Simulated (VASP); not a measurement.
# LiTlS2 (P-4m2) in VASP: notebook

LiTlS2 is run at these levels: PBE, r2SCAN; tasks: single point.

All numbers are computed with VASP 6.6.1; they aren't measurements. Logs are shortened: lines on timing, memory, paths and dates and some standing lists are left out, and cuts for length are marked.

## 1. The cell of the first run

The structure is tetragonal, space group P-4m2 (No. 115). Conventional cell: a = 4.189 Å, b = 4.189 Å, c = 5.869 Å, α = 90.00°, β = 90.00°, γ = 90.00°. Within 3.3 Å of Li (site symmetry -4m2) lie 4 S at 2.49 Å. Within 3.3 Å of S (site symmetry 2mm) lie 2 Li at 2.49 Å and 2 Tl at 2.63 Å. Within 3.5 Å of Tl (site symmetry -4m2) lie 4 S at 2.63 Å.

## 2. Single point, PBE (volume changed by +6%)

INCAR reads:

```
PREC     = Accurate       # precision mode
ENCUT    = 520            # plane-wave cutoff, eV
EDIFF    = 1E-7           # SCF threshold, eV
ISMEAR   = 0              # smearing method
SIGMA    = 0.01           # smearing width, eV
LREAL    = F              # projectors in reciprocal space
LASPH    = T              # aspherical terms in the spheres
NELM     = 100            # most SCF steps
ALGO     = Normal         # electronic algorithm
ISIF     = 2              # what is computed and relaxed
LWAVE    = F              # write WAVECAR
LCHARG   = F              # write CHGCAR
GGA      = PE             # functional
NBANDS   = 22             # bands
```

KPOINTS reads:

```
Automatic mesh
0
Gamma
  6 6 4
```

POSCAR reads:

```
LiTlS2
1.0
    4.1891921362      0.0000000000      0.0000000000
    0.0000000000      4.1891921362      0.0000000000
    0.0000000000      0.0000000000      5.8694439772
Li S Tl
1 2 1
Direct
    0.0000000000      0.0000000000      0.0000000000
    0.0000000000      0.5000000000      0.2296019719
    0.5000000000      0.0000000000      0.7703980281
    0.5000000000      0.5000000000      0.5000000000
```

Potentials or basis: VASP PAW PBE potentials, release 64 (Li_sv, S, Tl_d).

Command:

```console
> cat potpaw_PBE.64/Li_sv/POTCAR potpaw_PBE.64/S/POTCAR potpaw_PBE.64/Tl_d/POTCAR > POTCAR
> mpirun -np 1 vasp_std > vasp.out
```

OUTCAR:

```text
PREC = Accurate
   ENCUT = 520
   EDIFF = 1E-7
   ISMEAR = 0
   LREAL = F
   LASPH = T
   NELM = 100
   ISIF = 2
   GGA = PE

 ion  position               nearest neighbor table
   1  0.000  0.000  0.000-   2 2.49   3 2.49   2 2.49   3 2.49
   2  0.000  0.500  0.230-   1 2.49   1 2.49   4 2.63   4 2.63
   3  0.500  0.000  0.770-   1 2.49   1 2.49   4 2.63   4 2.63
   4  0.500  0.500  0.500-   2 2.63   3 2.63   3 2.63   2 2.63

  LATTYP: Found a simple tetragonal cell.
 ALAT       =     4.1891921362
 C/A-ratio  =     1.4010920928

  Lattice vectors:

 A1 = (   4.1891921362,   0.0000000000,   0.0000000000)
 A2 = (   0.0000000000,   4.1891921362,   0.0000000000)
 A3 = (   0.0000000000,   0.0000000000,   5.8694439772)

Analysis of symmetry for initial positions (statically):
=====================================================================
 Subroutine PRICEL returns:
 Original cell was already a primitive cell.

 Routine SETGRP: Setting up the symmetry group for a
 simple tetragonal supercell.

 Subroutine GETGRP returns: Found  8 space group operations
 (whereof  8 operations were pure point group operations)
 out of a pool of 16 trial point group operations.

The static configuration has the point symmetry D_2d.

Analysis of symmetry for dynamics (positions and initial velocities):
=====================================================================
 Subroutine PRICEL returns:
 Original cell was already a primitive cell.

 Routine SETGRP: Setting up the symmetry group for a
 simple tetragonal supercell.

 Subroutine GETGRP returns: Found  8 space group operations
 (whereof  8 operations were pure point group operations)
 out of a pool of 16 trial point group operations.

The dynamic configuration has the point symmetry D_2d.

 Subroutine INISYM returns: Found  8 space group operations
 (whereof  8 operations are pure point group operations),
 and found     1 'primitive' translations

----------------------------------------------------------------------------------------

                                     Primitive cell

  volume of cell :     103.0048

  direct lattice vectors                    reciprocal lattice vectors
     4.189192136  0.000000000  0.000000000     0.238709509  0.000000000  0.000000000
     0.000000000  4.189192136  0.000000000     0.000000000  0.238709509  0.000000000
     0.000000000  0.000000000  5.869443977     0.000000000  0.000000000  0.170373890

  length of vectors
     4.189192136  4.189192136  5.869443977     0.238709509  0.238709509  0.170373890

  position of ions in fractional coordinates (direct lattice)
     0.000000000  0.000000000  0.000000000
     0.000000000  0.500000000  0.229601972
     0.500000000  0.000000000  0.770398028
     0.500000000  0.500000000  0.500000000

  ion indices of the primitive-cell ions
   primitive index   ion index
                 1           1
                 2           2
                 3           3
                 4           4

----------------------------------------------------------------------------------------

 KPOINTS: Automatic mesh

Automatic generation of k-mesh.
 Grid dimensions read from file:
 generate k-points for:    6    6    4

 Generating k-lattice:

  Cartesian coordinates                     Fractional coordinates (reciprocal lattice)
     0.039784918  0.000000000  0.000000000     0.166666667  0.000000000  0.000000000
     0.000000000  0.039784918  0.000000000     0.000000000  0.166666667  0.000000000
     0.000000000  0.000000000  0.042593472     0.000000000  0.000000000  0.250000000

  Length of vectors
     0.039784918  0.039784918  0.042593472

  Shift w.r.t. Gamma in fractional coordinates (k-lattice)
     0.000000000  0.000000000  0.000000000

 Subroutine IBZKPT returns following result:
 ===========================================

 Found     30 irreducible k-points:

 Following reciprocal coordinates:
            Coordinates               Weight
  0.000000  0.000000  0.000000      1.000000
  0.166667  0.000000  0.000000      4.000000
  0.333333  0.000000  0.000000      4.000000
  0.500000  0.000000  0.000000      2.000000
  0.166667  0.166667  0.000000      4.000000
  0.333333  0.166667  0.000000      8.000000
[... 16 lines left out ...]
  0.333333  0.000000  0.500000      4.000000
  0.500000  0.000000  0.500000      2.000000
 [... further k-points ...]
   k-points           NKPTS =     30   k-points in BZ     NKDIM =     30   number of bands    NBANDS=     22
   number of dos      NEDOS =    301   number of ions     NIONS =      4
   total plane-waves  NPLWV =  49152
   dimension x,y,z NGX =    32 NGY =   32 NGZ =   48
   dimension x,y,z NGXF=    64 NGYF=   64 NGZF=   96
   ions per type =               1   2   1
   NGX,Y,Z   is equivalent  to a cutoff of  12.70, 12.70, 13.60 a.u.
   NGXF,Y,Z  is equivalent  to a cutoff of  25.40, 25.40, 27.19 a.u.
 SYSTEM =  unknown system
   PREC   = accura    normal or accurate (medium, high low for compatibility)
   ISTART =      0    job   : 0-new  1-cont  2-samecut
   ICHARG =      2    charge: 1-file 2-atom 10-const
   ISPIN  =      1    spin polarized calculation?
   LNONCOLLINEAR =      F non collinear calculations
   LSORBIT =      F    spin-orbit coupling
   LASPH  =      T    aspherical Exc in radial PAW
   ENCUT  =  520.0 eV  38.22 Ry    6.18 a.u.   7.79  7.79 10.91*2*pi/ulx,y,z
   NELM   =    100;   NELMIN=  2; NELMDL= -5     # of ELM steps
   EDIFF  = 0.1E-06   stopping-criterion for ELM
   LREAL  =      F    real-space projection
   EDIFFG = 0.1E-05   stopping-criterion for IOM
   NSW    =      0    number of steps for IOM
   IBRION =     -1    ionic relax: 0-MD 1-quasi-New 2-CG
   NFREE  =      0    steps in history (QN), initial steepest desc. (CG)
   ISIF   =      2    stress and relaxation
   ISYM   =      2    0-nonsym 1-usesym 2-fastsym
   POTIM  = 0.5000    time-step for ionic-motion
   TEBEG  =    0.0;   TEEND  =   0.0 temperature during run
   PSTRESS=    0.0 pullay stress
   NELECT =      28.0000    total number of electrons
   NUPDOWN=      -1.0000    fix difference up-down
   EMIN   =  10.00;   EMAX   =-10.00  energy-range for DOS
   EFERMI =   0.00;   METHOD = LEGACY
   ISMEAR =     0;   SIGMA  =   0.01  broadening in eV -4-tet -1-fermi 0-gaus
   EFERMI_NEDOS =   21; number of points for ismear=-14 and -15
   IALGO  =     38    algorithm
   IMIX   =      4    mixing-type and parameters
     AMIX     =   0.40;   BMIX     =  1.00
     AMIX_MAG =   1.60;   BMIX_MAG =  1.00
  volume/ion in A,a.u.               =      25.75       173.78
  Fermi-wavevector in a.u.,A,eV,Ry     =   1.060494  2.004044 15.301767  1.124648
  Thomas-Fermi vector in A             =   2.195877
   LORBIT       =      0    0 simple, 1 ext, 2 COOP (PROOUT), +10 PAW based schemes
   GGA     = PE    functional components
   LHFCALC =     F    Hartree Fock is set to
   AEXX    =    0.0000 exact exchange contribution
   IVDW    =     0    specifies the selected vdW correction
   LEPSILON=     F    determine dielectric tensor
   LRPA    =     F    only Hartree local field effects (RPA)
 non-spin polarized calculation
 Gauss-broadening in eV      SIGMA  =   0.01
  energy-cutoff  :      520.00
  volume of cell :      103.00
 maximum number of plane-waves:      2796
 NGX is ok and might be reduce to    32
   NGX = 15   NGY = 15   NGZ = 21

 number of electron      27.9999989 magnetization

 Free energy of the ion-electron system (eV)
  ---------------------------------------------------
  ext. energy  EPLUGINS =         0.00000000
  ---------------------------------------------------
  free energy    TOTEN  =       -14.84559785 eV

  energy without entropy =      -14.84559785  energy(sigma->0) =      -14.84559785

 E-fermi :   1.6727     XC(G=0):  -8.2444

 val. band max:        1.5482648086   @ k =   0.0000   0.0000   0.0000
 cond. band min:       2.2669446055   @ k =   0.0000   0.0000   0.0000
 fundamental gap:      0.7186797970
 Fermi energy:         1.6727005281

 k-point     1 :       0.0000    0.0000    0.0000
  band No.  band energies     occupation
      1     -42.5456      2.00000
      2     -10.2042      2.00000
      3     -10.0035      2.00000
      4      -8.8453      2.00000
      5      -8.8453      2.00000
      6      -8.7417      2.00000
[... 14 lines left out ...]
     21      10.9289      0.00000
     22      12.3669      0.00000

 k-point     2 :       0.1667    0.0000    0.0000
  band No.  band energies     occupation
      1     -42.5456      2.00000
      2     -10.1685      2.00000
      3     -10.0064      2.00000
      4      -8.8434      2.00000
      5      -8.7957      2.00000
      6      -8.7147      2.00000
[... 14 lines left out ...]
     21      10.8102      0.00000
     22      11.5588      0.00000

 k-point     3 :       0.3333    0.0000    0.0000
  band No.  band energies     occupation
      1     -42.5454      2.00000
      2     -10.1062      2.00000
      3     -10.0154      2.00000
      4      -8.8395      2.00000
      5      -8.7491      2.00000
      6      -8.6614      2.00000
[... 14 lines left out ...]
     21      10.3543      0.00000
     22      10.5443      0.00000
[... 476 lines left out ...]
 k-point    23 :       0.3333    0.0000    0.5000
  band No.  band energies     occupation
      1     -42.5455      2.00000
      2     -10.1047      2.00000
      3      -9.9948      2.00000
      4      -8.8414      2.00000
      5      -8.7309      2.00000
      6      -8.6612      2.00000
[... 14 lines left out ...]
     21       9.7805      0.00000
     22      10.0639      0.00000

 k-point    24 :       0.5000    0.0000    0.5000
  band No.  band energies     occupation
      1     -42.5454      2.00000
      2     -10.0947      2.00000
      3     -10.0021      2.00000
      4      -8.8392      2.00000
      5      -8.7246      2.00000
      6      -8.6713      2.00000
[... 14 lines left out ...]
     21       9.8498      0.00000
     22      10.2298      0.00000

 [... further k-points ...]

------------------------ aborting loop because EDIFF is reached ----------------------------------------

  FORCE on cell =-STRESS in cart. coord.  units (eV):
  Direction    XX          YY          ZZ          XY          YZ          ZX
  --------------------------------------------------------------------------------------
  -------------------------------------------------------------------------------------
  Total       -1.4401155     -1.4401155     -1.5007245      0.0000000      0.0000000      0.0000000
  in kB      -22.4001219    -22.4001219    -23.3428579      0.0000000      0.0000000      0.0000000
  external PRESSURE =     -22.7143672 kB  Pullay stress =       0.0000000 kB

 VOLUME and BASIS-vectors are now :
 -----------------------------------------------------------------------------
  energy-cutoff  :      520.00
  volume of cell :      103.00
      direct lattice vectors                 reciprocal lattice vectors
     4.189192136  0.000000000  0.000000000     0.238709509  0.000000000  0.000000000
     0.000000000  4.189192136  0.000000000     0.000000000  0.238709509  0.000000000
     0.000000000  0.000000000  5.869443977     0.000000000  0.000000000  0.170373890

 POSITION                                       TOTAL-FORCE (eV/Angst)
 -----------------------------------------------------------------------------------
      0.00000      0.00000      0.00000         0.000000     -0.000000      0.000000
      0.00000      2.09460      1.34764         0.000000      0.000000      0.228931
      2.09460      0.00000      4.52181         0.000000     -0.000000     -0.228931
      2.09460      2.09460      2.93472        -0.000000     -0.000000      0.000000
 -----------------------------------------------------------------------------------
    total drift:                                0.000000      0.000000     -0.000000

  FREE ENERGIE OF THE ION-ELECTRON SYSTEM (eV)
  ---------------------------------------------------
  free  energy   TOTEN  =       -14.8455978531 eV

  energy  without entropy=      -14.8455978531  energy(sigma->0) =      -14.84559785
```

Wall time 34 s (1 thread of AMD EPYC 9R45 (Zen 5), shared host); peak memory 0.22 GiB.

What came out:

* Free energy: -14.8456 eV
* Largest force: 0.229 eV/Å
* Band gap on the k mesh: 0.72 eV, direct

Forces on the atoms (eV/Å):
```
Li   0.000  0.000  0.000
S    0.000  0.000  0.229
S    0.000  0.000 -0.229
Tl   0.000  0.000  0.000
```

Levels at points of the mesh, in eV from the valence-band top:
```tsv
k point	band 12	band 13	band 14	band 15	band 16	band 17
(0.00, 0.00, 0.00)	-0.19	0.00	0.00	0.72	3.79	5.83
(0.50, 0.00, 0.00)	-1.39	-0.85	-0.37	2.28	5.67	5.80
(0.50, 0.50, 0.00)	-1.47	-1.47	-0.90	1.96	3.80	3.80
(0.00, 0.00, 0.50)	-1.04	-0.56	-0.56	2.09	3.88	5.62
(0.50, 0.00, 0.50)	-0.73	-0.44	-0.36	1.12	5.32	6.21
(0.50, 0.50, 0.50)	-1.75	-1.41	-1.22	3.04	5.47	5.47
```

Caveat: the cutoff is under 1.25 times the usual one of these potentials, so pressure, stress and relaxed cells hold a basis-set (Pulay) error; spin-orbit coupling is left out, which moves the levels of the heavy elements. A k mesh can miss the band edges.

## 3. Single point, r2SCAN (volume changed by -6%)

POSCAR reads:

```
LiTlS2
1.0
    3.9837532075      0.0000000000      0.0000000000
    0.0000000000      3.9837532075      0.0000000000
    0.0000000000      0.0000000000      5.6020353408
Li S Tl
1 2 1
Direct
    0.0000000000      0.0000000000      0.0000000000
    0.0000000000      0.5000000000      0.2309016897
    0.5000000000      0.0000000000      0.7690983103
    0.5000000000      0.5000000000      0.5000000000
```

INCAR.step1 reads:

```
SYSTEM = LiTlS2
PREC = Accurate
ENCUT = 520
ISMEAR = 0
SIGMA = 0.01
LREAL = .FALSE.
LASPH = .TRUE.
NELM = 80
NBANDS = 22
GGA = PE
ALGO = Normal
EDIFF = 1E-4
LWAVE = .TRUE.
LCHARG = .FALSE.
```

INCAR.step2 reads:

```
SYSTEM = LiTlS2
PREC = Accurate
ENCUT = 520
EDIFF = 1E-6
ISMEAR = 0
SIGMA = 0.01
LREAL = .FALSE.
LASPH = .TRUE.
NELM = 80
ALGO = Normal
ISIF = 2
LWAVE = .FALSE.
LCHARG = .FALSE.
METAGGA = R2SCAN
LMIXTAU = .TRUE.
NBANDS = 22
ISTART = 1
```

KPOINTS reads:

```
regular mesh
0
G
  6 6 4
  0 0 0
```

Potentials or basis: VASP PAW PBE potentials, release 64 (Li_sv, S, Tl_d).

Command:

```console
> cat potpaw_PBE.64/Li_sv/POTCAR potpaw_PBE.64/S/POTCAR potpaw_PBE.64/Tl_d/POTCAR > POTCAR
> cp INCAR.step1 INCAR
> mpirun -np 1 vasp_std > vasp.out
> cp INCAR.step2 INCAR
> mpirun -np 1 vasp_std > vasp.out
```

It took 2.1 min on 1 thread of AMD EPYC 9R45 (Zen 5), shared host; peak memory 0.2 GiB.

The run converged. Its results:

```yaml
Free_energy: -74.5800 eV
Largest_force: 0.345 eV/Å
Band_gap_on_the_k_mesh: 1.40 eV, direct
```

Forces in eV/Å, atoms in the order of the input:
```
Li   0.000  0.000  0.000
S    0.000  0.000 -0.345
S    0.000  0.000  0.345
Tl   0.000  0.000  0.000
```

Levels at points of the mesh, in eV from the valence-band top:
```tsv
k point	band 10	band 11	band 12	band 13	band 14	band 15	band 16	band 17	band 18	band 19
(0.00, 0.00, 0.00)	-1.90	-1.90	-0.21	0.00	0.00	1.40	4.03	6.39	7.04	7.04
(0.50, 0.00, 0.00)	-2.49	-2.21	-1.75	-1.02	-0.57	3.23	6.46	6.53	7.39	7.83
(0.50, 0.50, 0.00)	-2.37	-2.10	-1.92	-1.92	-1.33	2.58	4.02	4.02	7.64	10.45
(0.00, 0.00, 0.50)	-1.37	-1.37	-1.36	-0.75	-0.75	3.00	4.42	5.92	8.02	8.17
(0.50, 0.00, 0.50)	-3.39	-0.94	-0.85	-0.65	-0.56	1.82	6.14	6.84	7.34	7.92
(0.50, 0.50, 0.50)	-3.16	-2.30	-2.30	-1.83	-1.69	4.19	6.04	6.04	8.46	8.46
```

Caveat: the cutoff is under 1.25 times the usual one of these potentials, so pressure, stress and relaxed cells hold a basis-set (Pulay) error; the PAW data sets were made with another functional, which shifts forces and pressure a little; spin-orbit coupling is left out, which moves the levels of the heavy elements. A k mesh can miss the band edges.

[end of part 1 of 2]
